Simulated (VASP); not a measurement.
# Mg (P6_3/mmc) in VASP: a series of runs

The runs below take Mg through single point, relaxation of cell and atoms, with PBEsol.

Program: VASP 6.6.1. These are calculated values, not measurements. Logs are shortened: lines on timing, memory, paths and dates and some standing lists are left out, and cuts for length are marked.

### 1 The cell of the first run

Symmetry: P6_3/mmc, No. 194, hexagonal system. Conventional cell: a = 3.174 Å, b = 3.174 Å, c = 5.172 Å, α = 90.00°, β = 90.00°, γ = 120.00°. Within 4.2 Å of Mg (site symmetry -6m2) lie 12 Mg at 3.17 Å.

### 2 Single point, PBEsol

File INCAR:

```
SYSTEM = Mg
ALGO = Normal
EDIFF = 1E-6
ENCUT = 520
GGA = PS
ISIF = 2
ISMEAR = -1
LASPH = .TRUE.
LCHARG = .FALSE.
LREAL = .FALSE.
LWAVE = .FALSE.
NBANDS = 9
NELM = 100
PREC = Accurate
SIGMA = 0.05
```

File KPOINTS:

```
k-points
0
G
  8 8 5
  0 0 0
```

File POSCAR:

```
Mg
1.0
    3.1739197646      0.0000000000      0.0000000000
   -1.5869598823      2.7486951457      0.0000000000
    0.0000000000      0.0000000000      5.1718277834
Mg
2
Direct
    0.3333333333      0.6666666667      0.2500000000
    0.6666666667      0.3333333333      0.7500000000
```

Potentials or basis: VASP PAW PBE potentials, release 64 (Mg).

Started as:

```bash
$ cat potpaw_PBE.64/Mg/POTCAR > POTCAR
$ mpirun -np 1 vasp_std > vasp.out
```

OUTCAR:

```text
SYSTEM = Mg
   EDIFF = 1E-6
   ENCUT = 520
   GGA = PS
   ISIF = 2
   ISMEAR = -1
   LASPH = .TRUE.
   LREAL = .FALSE.
   NELM = 100
   PREC = Accurate

 ion  position               nearest neighbor table
   1  0.333  0.667  0.250-   2 3.17   2 3.17   2 3.17   2 3.17   2 3.17   2 3.17
   2  0.667  0.333  0.750-   1 3.17   1 3.17   1 3.17   1 3.17   1 3.17   1 3.17

  LATTYP: Found a hexagonal cell.
 ALAT       =     3.1739197646
 C/A-ratio  =     1.6294765359

  Lattice vectors:

 A1 = (   3.1739197646,   0.0000000000,   0.0000000000)
 A2 = (  -1.5869598823,   2.7486951457,   0.0000000000)
 A3 = (   0.0000000000,   0.0000000000,   5.1718277834)

Analysis of symmetry for initial positions (statically):
=====================================================================
 Subroutine PRICEL returns:
 Original cell was already a primitive cell.

 Routine SETGRP: Setting up the symmetry group for a
 hexagonal supercell.

 Subroutine GETGRP returns: Found 24 space group operations
 (whereof 12 operations were pure point group operations)
 out of a pool of 24 trial point group operations.

The static configuration has the point symmetry D_3d.
 The point group associated with its full space group is D_6h.

Analysis of symmetry for dynamics (positions and initial velocities):
=====================================================================
 Subroutine PRICEL returns:
 Original cell was already a primitive cell.

 Routine SETGRP: Setting up the symmetry group for a
 hexagonal supercell.

 Subroutine GETGRP returns: Found 24 space group operations
 (whereof 12 operations were pure point group operations)
 out of a pool of 24 trial point group operations.

The dynamic configuration has the point symmetry D_3d.
 The point group associated with its full space group is D_6h.

 Subroutine INISYM returns: Found 24 space group operations
 (whereof 12 operations are pure point group operations),
 and found     1 'primitive' translations

----------------------------------------------------------------------------------------

                                     Primitive cell

  volume of cell :      45.1197

  direct lattice vectors                    reciprocal lattice vectors
     3.173919765  0.000000000  0.000000000     0.315067826  0.181904494  0.000000000
    -1.586959882  2.748695146  0.000000000     0.000000000  0.363808988  0.000000000
     0.000000000  0.000000000  5.171827783     0.000000000  0.000000000  0.193355240

  length of vectors
     3.173919765  3.173919765  5.171827783     0.363808988  0.363808988  0.193355240

  position of ions in fractional coordinates (direct lattice)
[... 82 lines left out ...]
   NSW    =      0    number of steps for IOM
   IBRION =     -1    ionic relax: 0-MD 1-quasi-New 2-CG
   NFREE  =      0    steps in history (QN), initial steepest desc. (CG)
   ISIF   =      2    stress and relaxation
   ISYM   =      2    0-nonsym 1-usesym 2-fastsym
   POTIM  = 0.5000    time-step for ionic-motion
   TEBEG  =    0.0;   TEEND  =   0.0 temperature during run
   PSTRESS=    0.0 pullay stress
   NELECT =       4.0000    total number of electrons
   NUPDOWN=      -1.0000    fix difference up-down
   EMIN   =  10.00;   EMAX   =-10.00  energy-range for DOS
   EFERMI =   0.00;   METHOD = LEGACY
   ISMEAR =    -1;   SIGMA  =   0.05  broadening in eV -4-tet -1-fermi 0-gaus
   EFERMI_NEDOS =   21; number of points for ismear=-14 and -15
   IALGO  =     38    algorithm
   IMIX   =      4    mixing-type and parameters
     AMIX     =   0.40;   BMIX     =  1.00
     AMIX_MAG =   1.60;   BMIX_MAG =  1.00
  volume/ion in A,a.u.               =      22.56       152.24
  Fermi-wavevector in a.u.,A,eV,Ry     =   0.729972  1.379446  7.249981  0.532859
  Thomas-Fermi vector in A             =   1.821826
   LORBIT       =      0    0 simple, 1 ext, 2 COOP (PROOUT), +10 PAW based schemes
   GGA     = PS    functional components
   LHFCALC =     F    Hartree Fock is set to
   AEXX    =    0.0000 exact exchange contribution
   IVDW    =     0    specifies the selected vdW correction
   LEPSILON=     F    determine dielectric tensor
   LRPA    =     F    only Hartree local field effects (RPA)
 non-spin polarized calculation
  energy-cutoff  :      520.00
  volume of cell :       45.12
 maximum number of plane-waves:      1236
 NGX is ok and might be reduce to    24
   NGX = 11   NGY = 11   NGZ = 19

 number of electron       4.0000000 magnetization

 Free energy of the ion-electron system (eV)
  ---------------------------------------------------
  ext. energy  EPLUGINS =         0.00000000
  ---------------------------------------------------
  free energy    TOTEN  =        -3.47651017 eV

  energy without entropy =       -3.47142601  energy(sigma->0) =       -3.47396809

 E-fermi :   2.6800     XC(G=0):  -8.5882

 val. band max:        2.6526176213   @ k =   0.2500   0.2500   0.2000
 cond. band min:       2.9420720433   @ k =   0.2500   0.1250   0.0000
 fundamental gap:      0.2894544220
 Fermi energy:         2.6800058581

 k-point     1 :       0.0000    0.0000    0.0000
  band No.  band energies     occupation
      1      -4.3213      2.00000
      2       0.9470      2.00000
      3       1.4154      2.00000
      4      13.7501      0.00000
      5      13.7501      0.00000
      6      13.9109      0.00000
      7      13.9109      0.00000
      8      14.5805      0.00000
      9      16.3199      0.00000
[... 265 lines left out ...]
 k-point    24 :       0.3750    0.0000    0.4000
  band No.  band energies     occupation
      1      -0.6833      2.00000
      2       0.3882      2.00000
      3       4.0855      0.00000
      4       5.1146      0.00000
      5       8.7473      0.00000
      6      10.6906      0.00000
      7      10.9483      0.00000
      8      11.6329      0.00000
      9      12.3354      0.00000

 [... further k-points ...]
[... 5 lines left out ...]
  --------------------------------------------------------------------------------------
  -------------------------------------------------------------------------------------
  Total       -0.0230200     -0.0230200     -0.0246849      0.0000000      0.0000000      0.0000000
  in kB       -0.8174273     -0.8174273     -0.8765470      0.0000000      0.0000000      0.0000000
  external PRESSURE =      -0.8371338 kB  Pullay stress =       0.0000000 kB

 VOLUME and BASIS-vectors are now :
 -----------------------------------------------------------------------------
  energy-cutoff  :      520.00
  volume of cell :       45.12
      direct lattice vectors                 reciprocal lattice vectors
     3.173919765  0.000000000  0.000000000     0.315067826  0.181904494  0.000000000
    -1.586959882  2.748695146  0.000000000     0.000000000  0.363808988  0.000000000
     0.000000000  0.000000000  5.171827783     0.000000000  0.000000000  0.193355240

 POSITION                                       TOTAL-FORCE (eV/Angst)
 -----------------------------------------------------------------------------------
     -0.00000      1.83246      1.29296         0.000000     -0.000000      0.000000
      1.58696      0.91623      3.87887        -0.000000      0.000000      0.000000
 -----------------------------------------------------------------------------------
    total drift:                                0.000000     -0.000000      0.000000

  FREE ENERGIE OF THE ION-ELECTRON SYSTEM (eV)
  ---------------------------------------------------
  free  energy   TOTEN  =        -3.4765101727 eV

  energy  without entropy=       -3.4714260074  energy(sigma->0) =       -3.47396809
```

stdout:

```text
POSCAR found type information on POSCAR Mg
 POSCAR found :  1 types and       2 ions
 scaLAPACK will be used
 -----------------------------------------------------------------------------
|                                                                             |
|                                                                             |
|     You enforced a specific xc type in the INCAR file but a different       |
|     I HOPE YOU KNOW WHAT YOU ARE DOING!                                     |
|                                                                             |
 -----------------------------------------------------------------------------

 LDA part: xc-table for (Slater+PW92), standard interpolation
 POSCAR, INCAR and KPOINTS ok, starting setup
 FFT: planning ... GRIDC
 FFT: planning ... GRID_SOFT
 FFT: planning ... GRID
 WAVECAR not read
 entering main loop
```

Run time: 13 s. Hardware: 1 thread of Intel Xeon 8259CL, shared host; peak memory 0.16 GiB.

What came out:

```
Free energy            : -3.4765 eV
Pressure               : -0.1 GPa
Band gap on the k mesh : zero (bands 2 and 3 overlap by 2.28 eV)
```

Caveat: the PAW data sets were made with another functional, which shifts forces and pressure a little.

### 3 Relaxation of cell and atoms, PBEsol

This run uses another cell than the first one, of 23.24 Å³/atom.

File INCAR:

```
SYSTEM = Mg
  PREC = Accurate
  ENCUT = 600
  EDIFF = 1E-7
  ISMEAR = -1
  SIGMA = 0.05
  LREAL = .FALSE.
  LASPH = .TRUE.
  NELM = 60
  ALGO = Normal
  ISIF = 3
  LWAVE = .FALSE.
  LCHARG = .FALSE.
  GGA = PS
  IBRION = 2
  NSW = 80
  EDIFFG = -0.02
```

File KPOINTS:

```
regular mesh
0
G
  8 8 5
  0 0 0
```

File POSCAR:

```
Mg
1.0
    3.2093000000      0.0000000000      0.0000000000
   -1.6046500000      2.7793400000      0.0000000000
    0.0000000000      0.0000000000      5.2103000000
Mg
2
Direct
    0.3333333333      0.6666666667      0.2500000000
    0.6666666667      0.3333333333      0.7500000000
```

Potentials or basis: VASP PAW PBE potentials, release 64 (Mg).

Started as:

```bash
$ cat potpaw_PBE.64/Mg/POTCAR > POTCAR
$ mpirun -np 1 vasp_std > vasp.out
```

Run time: 31 s. Hardware: 1 thread of Intel Xeon 8259CL, shared host; peak memory 0.19 GiB.

It converged, with:

* Free energy: -3.4767 eV
* Relaxed volume: 22.51 Å³/atom
* Relaxed cell: a = 3.172 Å, b = 3.172 Å, c = 5.166 Å, α = 90.00°, β = 90.00°, γ = 120.00°
* Space group after relaxing (to 0.1 Å): P6_3/mmc (No. 194)
* Energy gained by relaxing: 2.7 meV/atom
* Ionic steps: 3
* Pressure after relaxing: 0.0 GPa
* Band gap on the k mesh: zero (bands 2 and 3 overlap by 2.27 eV)

The path:
| step | energy change (eV) | largest force (eV/Å) | pressure (GPa) | volume (Å³) |
| --- | --- | --- | --- | --- |
| 1 | 0.0000 | 0.0000 | -1.13 | 46.47 |
| 2 | -0.0051 | 0.0000 | -0.30 | 45.38 |
| 3 | -0.0054 | 0.0000 | -0.01 | 45.02 |

Final structure:
```cif
data_structure
_symmetry_space_group_name_H-M 'P 1'
_symmetry_Int_Tables_number 1
_cell_length_a 3.1725
_cell_length_b 3.1725
_cell_length_c 5.1656
_cell_angle_alpha 90.000
_cell_angle_beta 90.000
_cell_angle_gamma 120.000
_cell_volume 45.02
loop_
_atom_site_label
_atom_site_type_symbol
_atom_site_fract_x
_atom_site_fract_y
_atom_site_fract_z
_atom_site_occupancy
Mg1 Mg 0.33333 0.66667 0.25000 1
Mg2 Mg 0.66667 0.33333 0.75000 1
```

Levels at points of the mesh, in eV from the Fermi level:
| k point | band 1 | band 2 | band 3 | band 4 | band 5 |
| --- | --- | --- | --- | --- | --- |
| (0.00, 0.00, 0.00) | -7.01 | -1.73 | -1.26 | 11.07 | 11.07 |
| (0.50, 0.00, 0.00) | -2.17 | -2.13 | 2.68 | 3.02 | 3.32 |

Caveat: the PAW data sets were made with another functional, which shifts forces and pressure a little.
